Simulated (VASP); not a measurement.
Set up this calculation in VASP 6.6.1, as the native input.

```
Task                   : single point
Functional             : PBEsol
Potentials or basis    : VASP PAW PBE potentials, release 64 (Hf_pv, S)
Cutoff                 : 520 eV
k mesh                 : 12 × 12 × 4
Occupations            : gaussian, width 0.1 eV
Spin                   : no spin polarisation
Dipole correction      : no
Further INCAR settings : ALGO = Normal; EDIFF = 1e-06; NBANDS = 35
```

The structure of Hf2S lies in POSCAR:

```
Hf2S
1.0
    3.3465310254      0.0000000000      0.0000000000
   -1.6732655127      2.8981808825      0.0000000000
    0.0000000000      0.0000000000     11.6642358402
Hf S
4 2
Direct
    0.6666666667      0.3333333333      0.8986176343
    0.3333333333      0.6666666667      0.3986176343
    0.6666666667      0.3333333333      0.6013823657
    0.3333333333      0.6666666667      0.1013823657
    0.0000000000      0.0000000000      0.7500000000
    0.0000000000      0.0000000000      0.2500000000
```

These files were run (other wordings do the same):

INCAR

```
SYSTEM = Hf2S
ALGO     = Normal         ! electronic algorithm
EDIFF    = 1E-6           ! SCF threshold, eV
ENCUT    = 520            ! plane-wave cutoff, eV
GGA      = PS             ! functional
ISIF     = 2              ! what is computed and relaxed
ISMEAR   = 0              ! smearing method
LASPH    = .True.         ! aspherical terms in the spheres
LCHARG   = .False.        ! write CHGCAR
LREAL    = .False.        ! projectors in reciprocal space
LWAVE    = .False.        ! write WAVECAR
NBANDS   = 35             ! bands
NELM     = 60             ! most SCF steps
PREC     = Accurate       ! precision mode
SIGMA    = 0.1            ! smearing width, eV
```

KPOINTS

```
k-points
0
Gamma
  12 12 4
  0 0 0
```

Potentials or basis: VASP PAW PBE potentials, release 64 (Hf_pv, S).

Run with:

```console
$ cat potpaw_PBE.64/Hf_pv/POTCAR potpaw_PBE.64/S/POTCAR > POTCAR
$ mpirun -np 1 vasp_std > vasp.out
```

It gave:

| Property | Result |
| --- | --- |
| Pressure | -0.4 GPa |
| Largest force | 0.007 eV/Å |
| Band gap on the k mesh | zero (bands 26 and 27 overlap by 1.03 eV) |

Caveat: the PAW data sets were made with another functional, which shifts forces and pressure a little; spin-orbit coupling is left out, which moves the levels of the heavy elements.

Wall time 5.7 min on 1 thread of Intel Xeon 8259CL (shared host), peak memory 0.36 GiB.
